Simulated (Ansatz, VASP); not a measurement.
## One calculation of WS2, two programs

```xyz
3
Lattice="1.5244 0.9156 6.2375 -1.5244 0.9156 6.2375 0.0000 -1.8312 6.2375" Properties=species:S:1:pos:R:3 pbc="T T T"
W     0.0000    0.0079   -0.0003
S     0.0000   -0.0046    7.8196
S     0.0000   -0.0034    4.6556
```

Change from the starting cell: uniaxial_x strain -3.9%.

Alike in both runs: task single point; functional r2SCAN; k mesh 10 × 10 × 10; no spin polarisation.

```csv
,VASP,Ansatz
version,VASP 6.6.1,Ansatz 0.2.0
potentials or method,"VASP PAW PBE potentials, release 64 (W_sv, S)","plane waves, PAW"
plane-wave cutoff (eV),520,500
occupations,"gaussian, width 0.01 eV",fixed
valence electrons in the cell,26,26
```

|  | VASP | Ansatz | Ansatz less VASP |
| --- | --- | --- | --- |
| gap on the k mesh at the Fermi level (eV) | 1.27 | 1.26 | -0.014 |
| pressure (GPa) | 6.4 | 6.1 | -0.23 |
| traceless stress, the component that is largest in VASP (GPa) | 6.87 | 6.83 | -0.046 |
| rms of the force components (eV/Å) | 0.013 | 0.025 | +0.0120 |

VASP's potentials were made for PBE, not for r2SCAN. Atom by atom the forces differ by 0.012 eV/Å (rms over components).

Spin-orbit coupling is off throughout.
